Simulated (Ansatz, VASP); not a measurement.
## Two plane-wave programs on Cd

File INCAR:

```
SYSTEM = Cd
PREC = Accurate ; ENCUT = 520
EDIFF = 1E-6 ; ISMEAR = -1
SIGMA = 0.05 ; LREAL = .FALSE.
LASPH = .TRUE. ; NELM = 60
ALGO = Fast ; ISIF = 2
LWAVE = .FALSE. ; LCHARG = .FALSE.
GGA = PE ; NBANDS = 19
```

File KPOINTS:

```
regular mesh
0
G
  9 9 4
  0 0 0
```

The input POSCAR:

```
Cd
1.0
    2.9788700000      0.0000000000      0.0000000000
   -1.4894350000      2.5797770946      0.0000000000
    0.0000000000      0.0000000000      5.6176500000
Cd
2
Direct
    0.6666666667      0.3333333333      0.7500000000
    0.3333333333      0.6666666667      0.2500000000
```

Contents of input.yaml:

```yaml
crystal:
  lattice:
    - [2.97887, 0.0, 0.0]
    - [-1.489435, 2.5797770946, 0.0]
    - [0.0, 0.0, 5.61765]
  atoms:
    - { symbol: Cd, position: [0.6666666667, 0.3333333333, 0.75] }
    - { symbol: Cd, position: [0.3333333333, 0.6666666667, 0.25] }
hamiltonian:
  xc: pbe
  pseudopotentials: { kind: paw }
kpoints:
  mp_grid: { grid: [9, 9, 4] }
  band_path:
    path:
      - [[0.0, 0.0, 0.0], [0.5, 0.0, 0.0], [0.3333333333, 0.3333333333, 0.0], [0.0, 0.0, 0.0], [0.0, 0.0, 0.5], [0.5, 0.0, 0.5], [0.3333333333, 0.3333333333, 0.5], [0.0, 0.0, 0.5]]
      - [[0.5, 0.0, 0.5], [0.5, 0.0, 0.0]]
      - [[0.3333333333, 0.3333333333, 0.0], [0.3333333333, 0.3333333333, 0.5]]
    npoints: 14
scf:
  occupations: { method: fermi_dirac, width: 0.05 }
  n_extra_bands: 6
output:
  forces: true
  stress: true
  eigenvalues: true
  fatbands: false
```

Alike in both runs: functional PBE; k mesh 9 × 9 × 4; occupations fermi-dirac, width 0.05 eV; no spin polarisation.

```csv
,VASP,Ansatz
version,VASP 6.6.1,Ansatz 0.2.0
potentials or method,"VASP PAW PBE potentials, release 64 (Cd)",Ansatz PAW
plane-wave cutoff (eV),520,420
valence electrons in the cell,24,40
task,single point,band structure
```

Ansatz gave:

| Property | Result |
| --- | --- |
| gap on the k mesh at the Fermi level (eV) | none |
| pressure (GPa) | 3.4 |
| traceless stress, the component that is largest in VASP (GPa) | 0.41 |

What did VASP give for the same quantities?

gap on the k mesh at the Fermi level (eV): none; pressure (GPa): 3.7; traceless stress, the component that is largest in VASP (GPa): 0.25.

A gap of «none» marks a metal or a gap that the smearing closes. The functional is the same, so the differences come from potentials, cutoffs and numerics. VASP's potentials hold 24 valence electrons a cell and Ansatz's 40, so a difference there can come from the potentials and not from the codes.
